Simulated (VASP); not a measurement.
# Zn: single point with r2SCAN

Crystal: Zn.

```
CELL_PARAMETERS angstrom
2.67000 0.00000 0.00000
-1.33500 2.31229 0.00000
0.00000 0.00000 4.96600
ATOMIC_POSITIONS crystal
Zn 0.33333 0.66667 0.25000
Zn 0.66667 0.33333 0.75000
```

| Item | Value |
| --- | --- |
| Program | VASP 6.6.1 |
| Task | single point |
| Functional | r2SCAN |
| Potentials or basis | VASP PAW PBE potentials, release 64 (Zn) |
| Cutoff | 520 eV |
| k mesh | 19 × 19 × 9 |
| Occupations | gaussian, width 0.1 eV |
| Spin | no spin polarisation |
| Dipole correction | no |
| Further INCAR settings | ALGO = Normal; EDIFF = 1e-06; NBANDS = 19 |

- Pressure: -4.6 GPa
- Band gap on the k mesh: zero (bands 12 and 13 overlap by 4.83 eV)

Stress tensor (GPa, compression positive):
```
-5.22  0.00  0.00
 0.00 -5.22  0.00
 0.00  0.00 -3.32
```

Levels at points of the mesh, in eV from the Fermi level:
```tsv
k point	band 10	band 11	band 12	band 13	band 14	band 15
(0.00, 0.00, 0.00)	-7.40	-7.40	-3.76	-3.17	14.22	17.77
```

It took 3.2 min on 1 thread of Intel(R) Xeon(R) 6975P-C (Granite Rapids), on a shared host, peak memory 0.21 GiB.

Caveat: the cell stands under tension; the PAW data sets were made with another functional, which shifts forces and pressure a little.
